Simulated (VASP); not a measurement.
# AlN (Fm-3m) in VASP: notebook, part 2 of 2

VASP 6.6.1.

**4. Single point, PBE**

This run uses another cell than the first one, of 8.09 Å³/atom, 1.091 times its volume.

The input, INCAR:

```
ALGO     = Normal         # electronic algorithm
EDIFF    = 1E-6           # SCF threshold, eV
ENCUT    = 520            # plane-wave cutoff, eV
GGA      = PE             # functional
ISIF     = 2              # what is computed and relaxed
ISMEAR   = 0              # smearing method
LASPH    = True           # aspherical terms in the spheres
LCHARG   = False          # write CHGCAR
LREAL    = False          # projectors in reciprocal space
LWAVE    = False          # write WAVECAR
NBANDS   = 11             # bands
NELM     = 60             # most SCF steps
PREC     = Accurate       # precision mode
SIGMA    = 0.05           # smearing width, eV
```

The input, KPOINTS:

```
k-points
0
Gamma
  10 10 10
```

The input, POSCAR:

```
AlN
1.0
    0.0000000000      2.0073893319      2.0073893319
    2.0073893319      0.0000000000      2.0073893319
    2.0073893319      2.0073893319      0.0000000000
Al N
1 1
Direct
    0.5000000000      0.5000000000      0.5000000000
    0.0000000000      0.0000000000      0.0000000000
```

Potentials or basis: VASP PAW PBE potentials, release 64 (Al, N).

Command:

```bash
> cat potpaw_PBE.64/Al/POTCAR potpaw_PBE.64/N/POTCAR > POTCAR
> mpirun -np 1 vasp_std > vasp.out
```

OUTCAR:

```text
EDIFF = 1E-6
   ENCUT = 520
   GGA = PE
   ISIF = 2
   ISMEAR = 0
   LASPH = True
   LREAL = False
   NELM = 60
   PREC = Accurate

 ion  position               nearest neighbor table
   1  0.500  0.500  0.500-   2 2.01   2 2.01   2 2.01   2 2.01   2 2.01   2 2.01
   2  0.000  0.000  0.000-   1 2.01   1 2.01   1 2.01   1 2.01   1 2.01   1 2.01

  LATTYP: Found a face centered cubic cell.
 ALAT       =     4.0147786638

  Lattice vectors:

 A1 = (   0.0000000000,   2.0073893319,   2.0073893319)
 A2 = (   2.0073893319,   0.0000000000,   2.0073893319)
 A3 = (   2.0073893319,   2.0073893319,   0.0000000000)

Analysis of symmetry for initial positions (statically):
=====================================================================
 Subroutine PRICEL returns:
 Original cell was already a primitive cell.

 Routine SETGRP: Setting up the symmetry group for a
 face centered cubic supercell.

 Subroutine GETGRP returns: Found 48 space group operations
 (whereof 48 operations were pure point group operations)
 out of a pool of 48 trial point group operations.

The static configuration has the point symmetry O_h .

[... 164 lines left out ...]
 cond. band min:      15.0531571285   @ k =   0.5000   0.5000   0.0000
 fundamental gap:      4.8124839956
 Fermi energy:        10.5282227027

 k-point     1 :       0.0000    0.0000    0.0000
  band No.  band energies     occupation
      1      -7.5059      2.00000
      2      10.2407      2.00000
      3      10.2407      2.00000
      4      10.2407      2.00000
      5      16.2292      0.00000
      6      22.4764      0.00000
      7      22.4764      0.00000
      8      22.4764      0.00000
      9      27.6747      0.00000
     10      28.1874      0.00000
     11      28.1874      0.00000
[... 309 lines left out ...]
 k-point    24 :       0.4000    0.3000    0.0000
  band No.  band energies     occupation
      1      -4.4229      2.00000
      2       4.3063      2.00000
      3       7.3855      2.00000
      4       7.9129      2.00000
      5      16.5199      0.00000
      6      17.2475      0.00000
      7      22.6977      0.00000
      8      26.1149      0.00000
      9      26.9050      0.00000
     10      32.3110      0.00000
     11      35.3626      0.00000

 [... further k-points ...]
[... 5 lines left out ...]
  --------------------------------------------------------------------------------------
  -------------------------------------------------------------------------------------
  Total        1.1115519      1.1115519      1.1115519      0.0000000      0.0000000     -0.0000000
  in kB      110.0817975    110.0817975    110.0817975      0.0000000      0.0000000     -0.0000000
  external PRESSURE =     110.0817975 kB  Pullay stress =       0.0000000 kB

 VOLUME and BASIS-vectors are now :
 -----------------------------------------------------------------------------
  energy-cutoff  :      520.00
  volume of cell :       16.18
      direct lattice vectors                 reciprocal lattice vectors
     0.000000000  2.007389332  2.007389332    -0.249079734  0.249079734  0.249079734
     2.007389332  0.000000000  2.007389332     0.249079734 -0.249079734  0.249079734
     2.007389332  2.007389332  0.000000000     0.249079734  0.249079734 -0.249079734

 POSITION                                       TOTAL-FORCE (eV/Angst)
 -----------------------------------------------------------------------------------
      2.00739      2.00739      2.00739         0.000000      0.000000     -0.000000
      0.00000      0.00000      0.00000        -0.000000     -0.000000      0.000000
 -----------------------------------------------------------------------------------
    total drift:                                0.000000     -0.000000     -0.000000

  FREE ENERGIE OF THE ION-ELECTRON SYSTEM (eV)
  ---------------------------------------------------
  free  energy   TOTEN  =       -14.5233140393 eV

  energy  without entropy=      -14.5233140393  energy(sigma->0) =      -14.52331404
```

OSZICAR:

```text
N       E                     dE             d eps       ncg     rms          rms(c)
DAV:   1     0.703682030030E+01    0.70368E+01   -0.40367E+03  1058   0.669E+02
DAV:   2    -0.156779664140E+02   -0.22715E+02   -0.21801E+02  1292   0.130E+02
DAV:   3    -0.162855084176E+02   -0.60754E+00   -0.60617E+00  1238   0.182E+01
DAV:   4    -0.162875108644E+02   -0.20024E-02   -0.20023E-02  1159   0.113E+00
DAV:   5    -0.162875244648E+02   -0.13600E-04   -0.13600E-04  1226   0.976E-02    0.768E+00
DAV:   6    -0.145458409247E+02    0.17417E+01   -0.73746E+00  1121   0.146E+01    0.274E+00
DAV:   7    -0.145288585733E+02    0.16982E-01   -0.19312E-01  1168   0.318E+00    0.180E+00
DAV:   8    -0.145236028580E+02    0.52557E-02   -0.15229E-02  1082   0.108E+00    0.339E-01
DAV:   9    -0.145232630338E+02    0.33982E-03   -0.14216E-03  1172   0.228E-01    0.153E-01
DAV:  10    -0.145233200954E+02   -0.57062E-04   -0.13244E-04  1144   0.846E-02    0.435E-02
DAV:  11    -0.145233143416E+02    0.57539E-05   -0.18571E-05  1202   0.243E-02    0.768E-03
DAV:  12    -0.145233140393E+02    0.30231E-06   -0.63828E-07   589   0.680E-03
   1 F= -.14523314E+02 E0= -.14523314E+02  d E =-.366159E-18
```

stdout:

```text
POSCAR found type information on POSCAR AlN
 POSCAR found :  2 types and       2 ions
 scaLAPACK will be used
 LDA part: xc-table for (Slater+PW92), standard interpolation
 POSCAR, INCAR and KPOINTS ok, starting setup
 FFT: planning ... GRIDC
 FFT: planning ... GRID_SOFT
 FFT: planning ... GRID
 WAVECAR not read
 entering main loop
```

Wall time 5.2 s (1 thread of AMD EPYC 9R45 (Zen 5), shared host); peak memory 0.11 GiB.

What came out:

| Item | Value |
| --- | --- |
| Free energy | -14.5233 eV |
| Pressure | 11.0 GPa |
| Band gap on the k mesh | 4.81 eV, indirect (least direct gap 5.99 eV) |

A k mesh can miss the band edges. Expect the measured gap to be larger: semilocal functionals such as PBE lack the derivative discontinuity.

**5. Single point, PBE**

This run uses another cell than the first one, of 8.43 Å³/atom, 1.136 times its volume.

The input, INCAR:

```
  ALGO = Normal
  EDIFF = 1E-6
  ENCUT = 520
  GGA = PE
  ISIF = 2
  ISMEAR = 0
  LASPH = T
  LCHARG = T
  LELF = T
  LREAL = F
  LVHAR = T
  LWAVE = F
  NBANDS = 11
  NELM = 60
  PREC = Accurate
  SIGMA = 0.05
```

KPOINTS is that of step 4.

The input, POSCAR:

```
AlN
1.0
    0.0000000000      2.0349105802      2.0349105802
    2.0349105802      0.0000000000      2.0349105802
    2.0349105802      2.0349105802      0.0000000000
Al N
1 1
Direct
    0.5000000000      0.5000000000      0.5000000000
    0.0000000000      0.0000000000      0.0000000000
```

Command:

```bash
> cat potpaw_PBE.64/Al/POTCAR potpaw_PBE.64/N/POTCAR > POTCAR
> mpirun -np 1 vasp_std > vasp.out
```

Wall time 5.5 s (1 thread of AMD EPYC 9R45 (Zen 5), shared host); peak memory 0.1 GiB.

It converged, with:

```
Free energy            : -14.5459 eV
Pressure               : -0.1 GPa
Band gap on the k mesh : 4.42 eV, indirect (least direct gap 5.40 eV)
```

Levels at points of the mesh, in eV from the valence-band top:
| k point | band 1 | band 2 | band 3 | band 4 | band 5 | band 6 | band 7 | band 8 | band 9 |
| --- | --- | --- | --- | --- | --- | --- | --- | --- | --- |
| (0.00, 0.00, 0.00) | -17.38 | 0.00 | 0.00 | 0.00 | 5.40 | 12.10 | 12.10 | 12.10 | 17.19 |
| (0.50, 0.00, 0.00) | -14.19 | -8.18 | -1.04 | -1.04 | 6.01 | 10.84 | 10.84 | 13.00 | 15.89 |
| (0.50, 0.50, 0.00) | -13.24 | -7.25 | -2.75 | -2.75 | 4.42 | 5.34 | 13.81 | 16.94 | 16.94 |

A k mesh can miss the band edges.

**6. Single point, PBE**

This run uses another cell than the first one, of 9.10 Å³/atom, 1.227 times its volume.

The input, INCAR:

```
SYSTEM = AlN
PREC     = Accurate       ! precision mode
ENCUT    = 520            ! plane-wave cutoff, eV
EDIFF    = 1E-6           ! SCF threshold, eV
ISMEAR   = 0              ! smearing method
SIGMA    = 0.05           ! smearing width, eV
LREAL    = .False.        ! projectors in reciprocal space
LASPH    = .True.         ! aspherical terms in the spheres
NELM     = 100            ! most SCF steps
ALGO     = Normal         ! electronic algorithm
ISIF     = 2              ! what is computed and relaxed
LWAVE    = .False.        ! write WAVECAR
LCHARG   = .False.        ! write CHGCAR
GGA      = PE             ! functional
NBANDS   = 11             ! bands
```

The input, KPOINTS:

```
regular mesh
0
Gamma
  10 10 10
  0 0 0
```

The input, POSCAR:

```
AlN
1.0
    0.0000000000      2.0877594787      2.0877594787
    2.0877594787      0.0000000000      2.0877594787
    2.0877594787      2.0877594787      0.0000000000
Al N
1 1
Direct
    0.5000000000      0.5000000000      0.5000000000
    0.0000000000      0.0000000000      0.0000000000
```

Potentials or basis: VASP PAW PBE potentials, release 64 (Al, N).

Command:

```bash
> cat potpaw_PBE.64/Al/POTCAR potpaw_PBE.64/N/POTCAR > POTCAR
> mpirun -np 1 vasp_std > vasp.out
```

OUTCAR:

```text
SYSTEM = AlN
   PREC = Accurate
   ENCUT = 520
   EDIFF = 1E-6
   ISMEAR = 0
   LREAL = .False.
   LASPH = .True.
   NELM = 100
   ISIF = 2
   GGA = PE

 ion  position               nearest neighbor table
   1  0.500  0.500  0.500-   2 2.09   2 2.09   2 2.09   2 2.09   2 2.09   2 2.09
   2  0.000  0.000  0.000-   1 2.09   1 2.09   1 2.09   1 2.09   1 2.09   1 2.09

  LATTYP: Found a face centered cubic cell.
 ALAT       =     4.1755189574

  Lattice vectors:

 A1 = (   0.0000000000,   2.0877594787,   2.0877594787)
 A2 = (   2.0877594787,   0.0000000000,   2.0877594787)
 A3 = (   2.0877594787,   2.0877594787,   0.0000000000)

Analysis of symmetry for initial positions (statically):
=====================================================================
 Subroutine PRICEL returns:
 Original cell was already a primitive cell.

 Routine SETGRP: Setting up the symmetry group for a
 face centered cubic supercell.

 Subroutine GETGRP returns: Found 48 space group operations
 (whereof 48 operations were pure point group operations)
 out of a pool of 48 trial point group operations.

The static configuration has the point symmetry O_h .

Analysis of symmetry for dynamics (positions and initial velocities):
=====================================================================
 Subroutine PRICEL returns:
 Original cell was already a primitive cell.

 Routine SETGRP: Setting up the symmetry group for a
 face centered cubic supercell.

 Subroutine GETGRP returns: Found 48 space group operations
 (whereof 48 operations were pure point group operations)
 out of a pool of 48 trial point group operations.

The dynamic configuration has the point symmetry O_h .

 Subroutine INISYM returns: Found 48 space group operations
 (whereof 48 operations are pure point group operations),
 and found     1 'primitive' translations

----------------------------------------------------------------------------------------

                                     Primitive cell

  volume of cell :      18.2000

  direct lattice vectors                    reciprocal lattice vectors
     0.000000000  2.087759479  2.087759479    -0.239491189  0.239491189  0.239491189
     2.087759479  0.000000000  2.087759479     0.239491189 -0.239491189  0.239491189
     2.087759479  2.087759479  0.000000000     0.239491189  0.239491189 -0.239491189

  length of vectors
     2.952537770  2.952537770  2.952537770     0.414810907  0.414810907  0.414810907

  position of ions in fractional coordinates (direct lattice)
     0.500000000  0.500000000  0.500000000
     0.000000000  0.000000000  0.000000000

  ion indices of the primitive-cell ions
   primitive index   ion index
                 1           1
                 2           2

----------------------------------------------------------------------------------------

 KPOINTS: regular mesh

Automatic generation of k-mesh.
 Grid dimensions read from file:
 generate k-points for:   10   10   10

 Generating k-lattice:

  Cartesian coordinates                     Fractional coordinates (reciprocal lattice)
    -0.023949119  0.023949119  0.023949119     0.100000000  0.000000000  0.000000000
     0.023949119 -0.023949119  0.023949119     0.000000000  0.100000000  0.000000000
     0.023949119  0.023949119 -0.023949119     0.000000000  0.000000000  0.100000000

  Length of vectors
     0.041481091  0.041481091  0.041481091

  Shift w.r.t. Gamma in fractional coordinates (k-lattice)
     0.000000000  0.000000000  0.000000000

 Subroutine IBZKPT returns following result:
 ===========================================

 Found     47 irreducible k-points:

 Following reciprocal coordinates:
            Coordinates               Weight
  0.000000  0.000000  0.000000      1.000000
  0.100000  0.000000  0.000000      8.000000
  0.200000  0.000000  0.000000      8.000000
  0.300000  0.000000  0.000000      8.000000
  0.400000  0.000000  0.000000      8.000000
  0.500000  0.000000  0.000000      4.000000
[... 16 lines left out ...]
  0.300000  0.300000  0.000000      6.000000
  0.400000  0.300000  0.000000     24.000000
 [... further k-points ...]
   k-points           NKPTS =     47   k-points in BZ     NKDIM =     47   number of bands    NBANDS=     11
   number of dos      NEDOS =    301   number of ions     NIONS =      2
   total plane-waves  NPLWV =  13824
   dimension x,y,z NGX =    24 NGY =   24 NGZ =   24
   dimension x,y,z NGXF=    48 NGYF=   48 NGZF=   48
   ions per type =               1   1
   NGX,Y,Z   is equivalent  to a cutoff of  13.51, 13.51, 13.51 a.u.
   NGXF,Y,Z  is equivalent  to a cutoff of  27.03, 27.03, 27.03 a.u.
 SYSTEM =  AlN
   PREC   = accura    normal or accurate (medium, high low for compatibility)
   ISTART =      0    job   : 0-new  1-cont  2-samecut
   ICHARG =      2    charge: 1-file 2-atom 10-const
   ISPIN  =      1    spin polarized calculation?
   LNONCOLLINEAR =      F non collinear calculations
   LSORBIT =      F    spin-orbit coupling
   LASPH  =      T    aspherical Exc in radial PAW
   ENCUT  =  520.0 eV  38.22 Ry    6.18 a.u.   5.49  5.49  5.49*2*pi/ulx,y,z
   NELM   =    100;   NELMIN=  2; NELMDL= -5     # of ELM steps
   EDIFF  = 0.1E-05   stopping-criterion for ELM
   LREAL  =      F    real-space projection
   EDIFFG = 0.1E-04   stopping-criterion for IOM
   NSW    =      0    number of steps for IOM
   IBRION =     -1    ionic relax: 0-MD 1-quasi-New 2-CG
   NFREE  =      0    steps in history (QN), initial steepest desc. (CG)
   ISIF   =      2    stress and relaxation
   ISYM   =      2    0-nonsym 1-usesym 2-fastsym
   POTIM  = 0.5000    time-step for ionic-motion
   TEBEG  =    0.0;   TEEND  =   0.0 temperature during run
   PSTRESS=    0.0 pullay stress
   NELECT =       8.0000    total number of electrons
   NUPDOWN=      -1.0000    fix difference up-down
   EMIN   =  10.00;   EMAX   =-10.00  energy-range for DOS
   EFERMI =   0.00;   METHOD = LEGACY
   ISMEAR =     0;   SIGMA  =   0.05  broadening in eV -4-tet -1-fermi 0-gaus
   EFERMI_NEDOS =   21; number of points for ismear=-14 and -15
   IALGO  =     38    algorithm
   IMIX   =      4    mixing-type and parameters
     AMIX     =   0.40;   BMIX     =  1.00
     AMIX_MAG =   1.60;   BMIX_MAG =  1.00
  volume/ion in A,a.u.               =       9.10        61.41
  Fermi-wavevector in a.u.,A,eV,Ry     =   1.244747  2.352230 21.080794  1.549395
  Thomas-Fermi vector in A             =   2.379000
   LORBIT       =      0    0 simple, 1 ext, 2 COOP (PROOUT), +10 PAW based schemes
   GGA     = PE    functional components
   LHFCALC =     F    Hartree Fock is set to
   AEXX    =    0.0000 exact exchange contribution
   IVDW    =     0    specifies the selected vdW correction
   LEPSILON=     F    determine dielectric tensor
   LRPA    =     F    only Hartree local field effects (RPA)
 non-spin polarized calculation
 Gauss-broadening in eV      SIGMA  =   0.05
  energy-cutoff  :      520.00
  volume of cell :       18.20
 maximum number of plane-waves:       531
 NGX is ok and might be reduce to    24
   NGX = 11   NGY = 11   NGZ = 11

 number of electron       8.0000001 magnetization

 Free energy of the ion-electron system (eV)
  ---------------------------------------------------
  ext. energy  EPLUGINS =         0.00000000
  ---------------------------------------------------
  free energy    TOTEN  =       -14.47138524 eV

  energy without entropy =      -14.47138524  energy(sigma->0) =      -14.47138524

 E-fermi :   8.9855     XC(G=0): -11.8414

 val. band max:        8.7605119585   @ k =   0.0000   0.0000   0.0000
 cond. band min:      12.4740320143   @ k =   0.5000   0.5000   0.0000
 fundamental gap:      3.7135200558
 Fermi energy:         8.9854521048

 k-point     1 :       0.0000    0.0000    0.0000
  band No.  band energies     occupation
      1      -7.9495      2.00000
      2       8.7605      2.00000
      3       8.7605      2.00000
      4       8.7605      2.00000
      5      13.1127      0.00000
      6      20.6105      0.00000
      7      20.6105      0.00000
      8      20.6105      0.00000
      9      25.4984      0.00000
     10      25.8470      0.00000
     11      25.8470      0.00000
[... 309 lines left out ...]
 k-point    24 :       0.4000    0.3000    0.0000
  band No.  band energies     occupation
      1      -5.2537      2.00000
      2       3.2884      2.00000
      3       6.2182      2.00000
      4       6.6899      2.00000
      5      14.1192      0.00000
      6      15.5402      0.00000
      7      19.9041      0.00000
      8      23.1839      0.00000
      9      23.8348      0.00000
     10      29.5456      0.00000
     11      32.1354      0.00000

 [... further k-points ...]
[... 5 lines left out ...]
  --------------------------------------------------------------------------------------
  -------------------------------------------------------------------------------------
  Total       -1.8963635     -1.8963635     -1.8963635      0.0000000      0.0000000     -0.0000000
  in kB     -166.9401449   -166.9401449   -166.9401449      0.0000000      0.0000000     -0.0000000
  external PRESSURE =    -166.9401449 kB  Pullay stress =       0.0000000 kB

 VOLUME and BASIS-vectors are now :
 -----------------------------------------------------------------------------
  energy-cutoff  :      520.00
  volume of cell :       18.20
      direct lattice vectors                 reciprocal lattice vectors
     0.000000000  2.087759479  2.087759479    -0.239491189  0.239491189  0.239491189
     2.087759479  0.000000000  2.087759479     0.239491189 -0.239491189  0.239491189
     2.087759479  2.087759479  0.000000000     0.239491189  0.239491189 -0.239491189

 POSITION                                       TOTAL-FORCE (eV/Angst)
 -----------------------------------------------------------------------------------
      2.08776      2.08776      2.08776         0.000000      0.000000      0.000000
      0.00000      0.00000      0.00000         0.000000      0.000000     -0.000000
 -----------------------------------------------------------------------------------
    total drift:                                0.000000     -0.000000     -0.000000

  FREE ENERGIE OF THE ION-ELECTRON SYSTEM (eV)
  ---------------------------------------------------
  free  energy   TOTEN  =       -14.4713852361 eV

  energy  without entropy=      -14.4713852361  energy(sigma->0) =      -14.47138524
```

Run time: 5.3 s. Hardware: 1 thread of AMD EPYC 9R45 (Zen 5), shared host; peak memory 0.1 GiB.

Results:

| Property | Result |
| --- | --- |
| Free energy | -14.4714 eV |
| Pressure | -16.7 GPa |
| Band gap on the k mesh | 3.71 eV, indirect (least direct gap 4.35 eV) |

**7. Overview**

```csv
cell,gap on the mesh (eV),pressure (GPa)
"a = 2.758 Å, angles 60.0°, 2 atoms",5.10,41.3
"a = 2.799 Å, angles 60.0°, 2 atoms",5.19,24.6
"a = 2.839 Å, angles 60.0°, 2 atoms",4.81,11.0
"a = 2.878 Å, angles 60.0°, 2 atoms",4.42,-0.1
"a = 2.953 Å, angles 60.0°, 2 atoms",3.71,-16.7
```

Alike in all rows: task single point; level PBE; potentials or basis VASP PAW PBE potentials, release 64 (Al, N); no spin polarisation; k mesh 10 × 10 × 10; cutoff (eV) 520; smearing gaussian 0.05 eV.

Absolute energies hang on the potentials; compare differences alone.
